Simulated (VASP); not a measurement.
Wanted: the native input for a VASP 6.6.1 run.

- Task: single point
- Functional: PBEsol
- Potentials or basis: VASP PAW PBE potentials, release 64 (Al, Ni)
- Cutoff: 520 eV
- k mesh: 16 × 16 × 16
- Occupations: gaussian, width 0.15 eV
- Spin: no spin polarisation
- Dipole correction: no
- Further INCAR settings: ALGO = Normal; EDIFF = 1e-06; NBANDS = 14

The structure of AlNi lies in POSCAR:

```
AlNi
1.0
    2.8618233745      0.0000000000      0.0000000000
    0.0000000000      2.8618233745      0.0000000000
    0.0000000000      0.0000000000      2.8618233745
Al Ni
1 1
Direct
   -0.0066391239      0.0000000000      0.0000000000
    0.5030520259      0.5000000000      0.5000000000
```

This cell differs from its parent crystal: atoms displaced along a vibrational mode.

One way to write it, as run:

INCAR

```
ALGO = Normal
EDIFF = 1E-6
ENCUT = 520
GGA = PS
ISIF = 2
ISMEAR = 0
LASPH = True
LCHARG = True
LELF = True
LREAL = False
LVHAR = True
LWAVE = False
NBANDS = 14
NELM = 80
PREC = Accurate
SIGMA = 0.15
```

KPOINTS

```
k-points
0
Gamma
  16 16 16
```

Potentials or basis: VASP PAW PBE potentials, release 64 (Al, Ni).

Run with:

```sh
$ cat potpaw_PBE.64/Al/POTCAR potpaw_PBE.64/Ni/POTCAR > POTCAR
$ mpirun -np 1 vasp_std > vasp.out
```

It gave:

```json
{
 "Pressure": "0.3 GPa",
 "Largest force": "0.174 eV/Å",
 "Band gap on the k mesh": "zero (an odd number of electrons rules out a gap without spin polarisation)"
}
```

Caveat: the cell differs from its parent crystal (atoms displaced along a vibrational mode); the PAW data sets were made with another functional, which shifts forces and pressure a little.

Wall time 34 s on 1 thread of Intel(R) Xeon(R) 6975P-C (Granite Rapids), on a shared host, peak memory 0.25 GiB.
